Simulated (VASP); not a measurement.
Set up this calculation in VASP 6.6.1, as the native input.

| Property | Result |
| --- | --- |
| Task | relaxation of cell and atoms |
| Functional | r2SCAN |
| Potentials or basis | VASP PAW PBE potentials, release 64 (W_sv) |
| Cutoff | 600 eV |
| k mesh | 18 × 18 × 18 |
| Occupations | gaussian, width 0.1 eV |
| Spin | no spin polarisation |
| Target pressure | 3 GPa |
| Dipole correction | no |
| Further INCAR settings | ALGO = Normal; EDIFF = 1e-07; IBRION = 2; EDIFFG = -0.008; NSW = 70; ISIF = 3 |

W:

```xyz
1
Lattice="-1.5693 1.5693 1.5693 1.5693 -1.5693 1.5693 1.5693 1.5693 -1.5693" Properties=species:S:1:pos:R:3 pbc="T T T"
W     0.0000    0.0000    0.0000
```

One way to write it, as run:

POSCAR

```
W
1.0
   -1.5692972035      1.5692972035      1.5692972035
    1.5692972035     -1.5692972035      1.5692972035
    1.5692972035      1.5692972035     -1.5692972035
W
1
Direct
    0.0000000000      0.0000000000      0.0000000000
```

INCAR.step1

```
  PREC = Accurate
  ENCUT = 600
  ISMEAR = 0
  SIGMA = 0.1
  LREAL = False
  LASPH = True
  NELM = 80
  GGA = PE
  ALGO = Normal
  EDIFF = 1E-4
  LWAVE = True
  LCHARG = False
```

INCAR.step2

```
  PREC = Accurate
  ENCUT = 600
  EDIFF = 1E-7
  ISMEAR = 0
  SIGMA = 0.1
  LREAL = False
  LASPH = True
  NELM = 80
  ALGO = Normal
  ISIF = 3
  LWAVE = False
  LCHARG = False
  METAGGA = R2SCAN
  LMIXTAU = True
  IBRION = 2
  NSW = 70
  EDIFFG = -0.008
  PSTRESS = 30.0
  ISTART = 1
```

KPOINTS

```
Automatic mesh
0
Gamma
  18 18 18
```

Potentials or basis: VASP PAW PBE potentials, release 64 (W_sv).

Command:

```console
$ cat potpaw_PBE.64/W_sv/POTCAR > POTCAR
$ cp INCAR.step1 INCAR
$ mpirun -np 1 vasp_std > vasp.out
$ cp INCAR.step2 INCAR
$ mpirun -np 1 vasp_std > vasp.out
```

It gave:

```
Relaxed volume                                         : 15.82 Å³/atom
Relaxed cell                                           : a = 2.739 Å, b = 2.739 Å, c = 2.739 Å, α = 109.47°, β = 109.47°, γ = 109.47°
Space group after relaxing (to 0.05 Å)                 : Im-3m (No. 229)
Energy change on relaxing (the enthalpy is what falls) : -15.6 meV/atom
Ionic steps                                            : 4
Pressure after relaxing                                : 3.0 GPa
Band gap on the k mesh                                 : zero (band 7 reaches 16.68 eV, above the bottom of band 8 at 10.04 eV)
```

Caveat: the cell is relaxed towards a set pressure, so the enthalpy falls and the energy may rise; the PAW data sets were made with another functional, which shifts forces and pressure a little; spin-orbit coupling is left out, which moves the levels of the heavy elements.

Run time: 2.8 min on 1 thread of Intel(R) Xeon(R) 6975P-C (Granite Rapids), with other jobs on the host, peak memory 0.19 GiB.
